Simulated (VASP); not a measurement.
# ZrS2 (P-3m1) in VASP: relaxation of shape and atoms at fixed volume with r2SCAN

Aim: the relaxation of shape and atoms at fixed volume of ZrS2 with r2SCAN.

Program: VASP 6.6.1. These are calculated values, not measurements. Logs are shortened: lines on timing, memory, paths and dates and some standing lists are left out, and cuts for length are marked.

**1. The cell of the first run**

It takes space group P-3m1 (No. 164, trigonal). Conventional cell: a = 3.654 Å, b = 3.654 Å, c = 6.035 Å, α = 90.00°, β = 90.00°, γ = 120.00°. Within 3.4 Å of Zr (site symmetry -3m) lie 6 S at 2.54 Å. Within 3.4 Å of S (site symmetry 3m) lie 3 Zr at 2.54 Å.

**2. Relaxation of shape and atoms at fixed volume, r2SCAN (23.26 Å³/atom)**

POSCAR reads:

```
ZrS2
1.0
    3.6537181023      0.0000000000      0.0000000000
   -1.8268590511      3.1642126948      0.0000000000
    0.0000000000      0.0000000000      6.0347324323
Zr S
1 2
Direct
    0.0000000000      0.0000000000      0.0000000000
    0.6666666667      0.3333333333      0.7643318249
    0.3333333333      0.6666666667      0.2356681751
```

INCAR.step1 reads:

```
  PREC = Accurate
  ENCUT = 550
  ISMEAR = 0
  SIGMA = 0.02
  LREAL = F
  LASPH = T
  NELM = 120
  GGA = PE
  ALGO = Normal
  EDIFF = 1E-5
  LWAVE = T
  LCHARG = F
  GGA_COMPAT = F
  IBRION = 2
  ISIF = 3
  EDIFFG = -0.005
  NELMIN = 4
  NSW = 100
```

INCAR.step2 reads:

```
  PREC = Accurate
  ENCUT = 550
  EDIFF = 1E-7
  ISMEAR = 0
  SIGMA = 0.02
  LREAL = F
  LASPH = T
  NELM = 120
  ALGO = Normal
  ISIF = 4
  LWAVE = F
  LCHARG = F
  METAGGA = R2SCAN
  LMIXTAU = T
  IBRION = 2
  NSW = 50
  EDIFFG = -0.01
  ISTART = 1
  GGA_COMPAT = F
  NELMIN = 4
```

KPOINTS reads:

```
regular mesh
0
Gamma
  12 12 6
```

Potentials or basis: VASP PAW PBE potentials, release 64 (Zr_sv, S).

Command:

```sh
> cat potpaw_PBE.64/Zr_sv/POTCAR potpaw_PBE.64/S/POTCAR > POTCAR
> cp INCAR.step1 INCAR
> mpirun -np 1 vasp_std > vasp.out
> cp INCAR.step2 INCAR
> mpirun -np 1 vasp_std > vasp.out
```

OUTCAR:

```text
PREC = Accurate
   ENCUT = 550
   EDIFF = 1E-7
   ISMEAR = 0
   LREAL = F
   LASPH = T
   NELM = 120
   ISIF = 4
   METAGGA = R2SCAN
   IBRION = 2
   NSW = 50
   EDIFFG = -0.01
   ISTART = 1
   NELMIN = 4

 ion  position               nearest neighbor table
   1  0.000  0.000  0.000-   2 2.54   3 2.54   3 2.54   2 2.54   2 2.54   3 2.54
   2  0.667  0.333  0.764-   1 2.54   1 2.54   1 2.54
   3  0.333  0.667  0.236-   1 2.54   1 2.54   1 2.54

  LATTYP: Found a hexagonal cell.
 ALAT       =     3.6537181023
 C/A-ratio  =     1.6516688653

  Lattice vectors:

 A1 = (   3.6537181023,   0.0000000000,   0.0000000000)
 A2 = (  -1.8268590511,   3.1642126948,   0.0000000000)
 A3 = (   0.0000000000,   0.0000000000,   6.0347324323)

Analysis of symmetry for initial positions (statically):
=====================================================================
 Subroutine PRICEL returns:
 Original cell was already a primitive cell.

 Routine SETGRP: Setting up the symmetry group for a
 hexagonal supercell.

 Subroutine GETGRP returns: Found 12 space group operations
 (whereof 12 operations were pure point group operations)
 out of a pool of 24 trial point group operations.

The static configuration has the point symmetry D_3d.

Analysis of symmetry for dynamics (positions and initial velocities):
=====================================================================
 Subroutine PRICEL returns:
 Original cell was already a primitive cell.

 Routine SETGRP: Setting up the symmetry group for a
 hexagonal supercell.

 Subroutine GETGRP returns: Found 12 space group operations
 (whereof 12 operations were pure point group operations)
 out of a pool of 24 trial point group operations.

The dynamic configuration has the point symmetry D_3d.

 Subroutine INISYM returns: Found 12 space group operations
 (whereof 12 operations are pure point group operations),
 and found     1 'primitive' translations

----------------------------------------------------------------------------------------

                                     Primitive cell

  volume of cell :      69.7684

  direct lattice vectors                    reciprocal lattice vectors
     3.653718102  0.000000000  0.000000000     0.273693802  0.158017190  0.000000000
    -1.826859051  3.164212695  0.000000000     0.000000000  0.316034381  0.000000000
     0.000000000  0.000000000  6.034732432     0.000000000  0.000000000  0.165707430

  length of vectors
     3.653718102  3.653718102  6.034732432     0.316034381  0.316034381  0.165707430

  position of ions in fractional coordinates (direct lattice)
     0.000000000  0.000000000  0.000000000
     0.666666667  0.333333333  0.764331825
     0.333333333  0.666666667  0.235668175

  ion indices of the primitive-cell ions
   primitive index   ion index
                 1           1
                 2           2
                 3           3

----------------------------------------------------------------------------------------

 KPOINTS: regular mesh

Automatic generation of k-mesh.
 Grid dimensions read from file:
 generate k-points for:   12   12    6

 Generating k-lattice:

  Cartesian coordinates                     Fractional coordinates (reciprocal lattice)
     0.022807817  0.013168099  0.000000000     0.083333333 -0.000000000  0.000000000
     0.000000000  0.026336198  0.000000000     0.000000000  0.083333333  0.000000000
     0.000000000  0.000000000  0.027617905     0.000000000  0.000000000  0.166666667

  Length of vectors
     0.026336198  0.026336198  0.027617905

  Shift w.r.t. Gamma in fractional coordinates (k-lattice)
     0.000000000  0.000000000  0.000000000

 Subroutine IBZKPT returns following result:
 ===========================================

 Found    100 irreducible k-points:

 Following reciprocal coordinates:
            Coordinates               Weight
  0.000000  0.000000  0.000000      1.000000
  0.083333  0.000000  0.000000      6.000000
  0.166667  0.000000  0.000000      6.000000
  0.250000  0.000000  0.000000      6.000000
  0.333333  0.000000  0.000000      6.000000
  0.416667  0.000000  0.000000      6.000000
[... 16 lines left out ...]
  0.166667  0.000000  0.166667      6.000000
  0.000000  0.166667  0.166667      6.000000
 [... further k-points ...]
   k-points           NKPTS =    100   k-points in BZ     NKDIM =    100   number of bands    NBANDS=     16
   number of dos      NEDOS =    301   number of ions     NIONS =      3
   total plane-waves  NPLWV =  37632
   dimension x,y,z NGX =    28 NGY =   28 NGZ =   48
   dimension x,y,z NGXF=    56 NGYF=   56 NGZF=   96
   ions per type =               1   2
   NGX,Y,Z   is equivalent  to a cutoff of  12.74, 12.74, 13.22 a.u.
   NGXF,Y,Z  is equivalent  to a cutoff of  25.48, 25.48, 26.45 a.u.
 SYSTEM =  unknown system
   PREC   = accura    normal or accurate (medium, high low for compatibility)
   ISTART =      1    job   : 0-new  1-cont  2-samecut
   ICHARG =      0    charge: 1-file 2-atom 10-const
   ISPIN  =      1    spin polarized calculation?
   LNONCOLLINEAR =      F non collinear calculations
   LSORBIT =      F    spin-orbit coupling
   LASPH  =      T    aspherical Exc in radial PAW
   ENCUT  =  550.0 eV  40.42 Ry    6.36 a.u.   6.99  6.99 11.54*2*pi/ulx,y,z
   NELM   =    120;   NELMIN=  4; NELMDL=  0     # of ELM steps
   EDIFF  = 0.1E-06   stopping-criterion for ELM
   LREAL  =      F    real-space projection
   EDIFFG = -.1E-01   stopping-criterion for IOM
   NSW    =     50    number of steps for IOM
   IBRION =      2    ionic relax: 0-MD 1-quasi-New 2-CG
   NFREE  =      1    steps in history (QN), initial steepest desc. (CG)
   ISIF   =      4    stress and relaxation
   ISYM   =      2    0-nonsym 1-usesym 2-fastsym
   POTIM  = 0.5000    time-step for ionic-motion
   TEBEG  =    0.0;   TEEND  =   0.0 temperature during run
   PSTRESS=    0.0 pullay stress
   NELECT =      24.0000    total number of electrons
   NUPDOWN=      -1.0000    fix difference up-down
   EMIN   =  10.00;   EMAX   =-10.00  energy-range for DOS
   EFERMI =   0.00;   METHOD = LEGACY
   ISMEAR =     0;   SIGMA  =   0.02  broadening in eV -4-tet -1-fermi 0-gaus
   EFERMI_NEDOS =   21; number of points for ismear=-14 and -15
   IALGO  =     38    algorithm
   IMIX   =      4    mixing-type and parameters
     AMIX     =   0.40;   BMIX     =  1.00
     AMIX_MAG =   1.60;   BMIX_MAG =  1.00
  volume/ion in A,a.u.               =      23.26       156.94
  Fermi-wavevector in a.u.,A,eV,Ry     =   1.147076  2.167660 17.902331  1.315784
  Thomas-Fermi vector in A             =   2.283758
   LORBIT       =      0    0 simple, 1 ext, 2 COOP (PROOUT), +10 PAW based schemes
   METAGGA = R2SCAN    functional components
   LHFCALC =     F    Hartree Fock is set to
   AEXX    =    0.0000 exact exchange contribution
   IVDW    =     0    specifies the selected vdW correction
   LEPSILON=     F    determine dielectric tensor
   LRPA    =     F    only Hartree local field effects (RPA)
 conjugate gradient relaxation of ions
 non-spin polarized calculation
 Gauss-broadening in eV      SIGMA  =   0.02
  energy-cutoff  :      550.00
  volume of cell :       69.77
 maximum number of plane-waves:      2063
   NGX = 13   NGY = 13   NGZ = 23

--------------------------------------- Ionic step        1  -------------------------------------------

 number of electron      24.0000001 magnetization

 Free energy of the ion-electron system (eV)
  ---------------------------------------------------
  ext. energy  EPLUGINS =         0.00000000
  ---------------------------------------------------
  free energy    TOTEN  =       -44.14243037 eV

  energy without entropy =      -44.14243037  energy(sigma->0) =      -44.14243037

------------------------ aborting loop because EDIFF is reached ----------------------------------------

  FORCE on cell =-STRESS in cart. coord.  units (eV):
  Direction    XX          YY          ZZ          XY          YZ          ZX
  --------------------------------------------------------------------------------------
  -------------------------------------------------------------------------------------
  Total        1.3779107      1.3779107      1.1309686      0.0000000     -0.0000000     -0.0000000
  in kB       31.6426560     31.6426560     25.9718203      0.0000000     -0.0000000     -0.0000000
  external PRESSURE =      29.7523774 kB  Pullay stress =       0.0000000 kB

 VOLUME and BASIS-vectors are now :
 -----------------------------------------------------------------------------
  energy-cutoff  :      550.00
  volume of cell :       69.77
      direct lattice vectors                 reciprocal lattice vectors
     3.653718102  0.000000000  0.000000000     0.273693802  0.158017190  0.000000000
    -1.826859051  3.164212695  0.000000000     0.000000000  0.316034381  0.000000000
     0.000000000  0.000000000  6.034732432     0.000000000  0.000000000  0.165707430
[... 112 lines left out ...]
 POSITION                                       TOTAL-FORCE (eV/Angst)
 -----------------------------------------------------------------------------------
     -1.83721      3.18215      0.00000        -0.000000      0.000000      0.000000
      1.83721      1.06072      4.52322        -0.000000     -0.000000      0.019370
     -0.00000      2.12143      1.44368         0.000000      0.000000     -0.019370
 -----------------------------------------------------------------------------------
    total drift:                               -0.000000     -0.000000     -0.000000

  FREE ENERGIE OF THE ION-ELECTRON SYSTEM (eV)
  ---------------------------------------------------
  free  energy   TOTEN  =       -44.1580342569 eV

  energy  without entropy=      -44.1580342569  energy(sigma->0) =      -44.15803426

--------------------------------------- Ionic step        5  -------------------------------------------

 number of electron      24.0000001 magnetization

 Free energy of the ion-electron system (eV)
  ---------------------------------------------------
  ext. energy  EPLUGINS =         0.00000000
  ---------------------------------------------------
  free energy    TOTEN  =       -44.15820798 eV

  energy without entropy =      -44.15820798  energy(sigma->0) =      -44.15820798

 E-fermi :   4.3701     XC(G=0):  -9.9791

 val. band max:        4.1765286635   @ k =   0.0833   0.0000   0.0000
 cond. band min:       5.4441649637   @ k =   0.5000   0.0000   0.5000
 fundamental gap:      1.2676363001
 Fermi energy:         4.3700691150

 k-point     1 :       0.0000    0.0000    0.0000
  band No.  band energies     occupation
      1     -46.4971      2.00000
      2     -23.8524      2.00000
      3     -23.6975      2.00000
      4     -23.6975      2.00000
      5      -9.0344      2.00000
      6      -7.5339      2.00000
[... 8 lines left out ...]
     15       6.9219      0.00000
     16       9.4567      0.00000
[... 419 lines left out ...]
 k-point    24 :       0.0000    0.1667    0.1667
  band No.  band energies     occupation
      1     -46.4923      2.00000
      2     -23.8376      2.00000
      3     -23.7649      2.00000
      4     -23.7118      2.00000
      5      -8.7157      2.00000
      6      -7.6639      2.00000
[... 8 lines left out ...]
     15       7.3880      0.00000
     16       9.0745      0.00000

 [... further k-points ...]

------------------------ aborting loop because EDIFF is reached ----------------------------------------

  FORCE on cell =-STRESS in cart. coord.  units (eV):
  Direction    XX          YY          ZZ          XY          YZ          ZX
  --------------------------------------------------------------------------------------
  -------------------------------------------------------------------------------------
  Total        0.2327834      0.2327834      0.2280325      0.0000000     -0.0000000      0.0000000
  in kB        5.3456906      5.3456906      5.2365897      0.0000000     -0.0000000      0.0000000
  external PRESSURE =       5.3093237 kB  Pullay stress =       0.0000000 kB

 VOLUME and BASIS-vectors are now :
 -----------------------------------------------------------------------------
  energy-cutoff  :      550.00
  volume of cell :       69.77
      direct lattice vectors                 reciprocal lattice vectors
     3.679855268  0.000000000  0.000000000     0.271749818  0.156894831  0.000000000
    -1.839927634  3.186848144  0.000000000    -0.000000000  0.313789661  0.000000000
    -0.000000000 -0.000000000  5.949310249    -0.000000000 -0.000000000  0.168086712

 POSITION                                       TOTAL-FORCE (eV/Angst)
 -----------------------------------------------------------------------------------
     -0.00000     -0.00000      5.94931        -0.000000     -0.000000      0.000000
      1.83993      1.06228      4.50922        -0.000000     -0.000000      0.009854
     -0.00000      2.12457      1.44009         0.000000      0.000000     -0.009854
 -----------------------------------------------------------------------------------
    total drift:                                0.000000     -0.000000      0.000000

  FREE ENERGIE OF THE ION-ELECTRON SYSTEM (eV)
  ---------------------------------------------------
  free  energy   TOTEN  =       -44.1582079781 eV

  energy  without entropy=      -44.1582079781  energy(sigma->0) =      -44.15820798

 reached required accuracy - stopping structural energy minimisation
```

It took 30 min on 1 thread of Intel Xeon 6975P-C (Granite Rapids), shared host; peak memory 0.29 GiB.

What came out:

```yaml
Free_energy: -44.1582 eV
Energy_gained_by_relaxing: 5.3 meV/atom
Ionic_steps: 5
Pressure_after_relaxing: 0.5 GPa
Largest_force_after_relaxing: 0.010 eV/Å
Band_gap_on_the_k_mesh: 1.27 eV (least direct gap 1.90 eV)
```

Forces on the atoms (eV/Å):
```
Zr   0.000  0.000  0.000
S    0.000  0.000  0.010
S    0.000  0.000 -0.010
```

The path:
```
step  energy change (eV)  largest force (eV/Å)  pressure (GPa)  volume (Å³)
   1              0.0000                0.3790            2.98        69.77
   2             -0.0107                0.1669            1.87        69.77
   3             -0.0140                0.0400            0.80        69.77
   4             -0.0156                0.0194            0.62        69.77
   5             -0.0158                0.0099            0.53        69.77
```

Final structure:
```
CELL_PARAMETERS angstrom
3.67986 0.00000 0.00000
-1.83993 3.18685 0.00000
0.00000 0.00000 5.94931
ATOMIC_POSITIONS crystal
Zr 0.00000 0.00000 0.00000
S 0.66667 0.33333 0.75794
S 0.33333 0.66667 0.24206
```

Caveat: the PAW data sets were made with another functional, which shifts forces and pressure a little.
